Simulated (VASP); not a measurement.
Input of a VASP 6.6.1 run:

INCAR

```
  PREC = Accurate
  ENCUT = 600
  EDIFF = 1E-6
  ISMEAR = -1
  SIGMA = 0.05
  LREAL = F
  LASPH = T
  NELM = 100
  ALGO = Normal
  ISIF = 3
  LWAVE = F
  LCHARG = F
  GGA = PS
  IBRION = 2
  NSW = 60
  EDIFFG = -0.005
  PSTRESS = 580.0
```

File KPOINTS:

```
Automatic mesh
0
Gamma
  15 15 15
```

POSCAR

```
Sc
1.0
    2.4497533156      0.0000000000      0.0000000000
    0.0000000000      2.4497533156      0.0000000000
    0.0000000000      0.0000000000      2.4497533156
Sc
1
Direct
    0.0000000000      0.0000000000      0.0000000000
```

Potentials or basis: VASP PAW PBE potentials, release 64 (Sc_sv).

Launch:

```sh
$ cat potpaw_PBE.64/Sc_sv/POTCAR > POTCAR
$ mpirun -np 1 vasp_std > vasp.out
```

Estimate the space group after relaxing (to 0.05 Å).

Pm-3m (No. 221).

What does it give for the relaxed volume?

13.58 Å³/atom.

The path:
```tsv
step	energy change (eV)	largest force (eV/Å)	pressure (GPa)	volume (Å³)
1	0.0000	0.0000	43.62	14.70
2	1.0287	0.0000	87.59	12.07
3	0.3389	0.0000	57.42	13.62
4	0.3514	0.0000	57.92	13.59
5	0.3593	0.0000	58.27	13.56
6	0.3448	0.0000	57.71	13.60
7	0.3522	0.0000	57.98	13.58
```

Caveat: the cell is relaxed towards a set pressure, so the enthalpy falls and the energy may rise; the PAW data sets were made with another functional, which shifts forces and pressure a little.
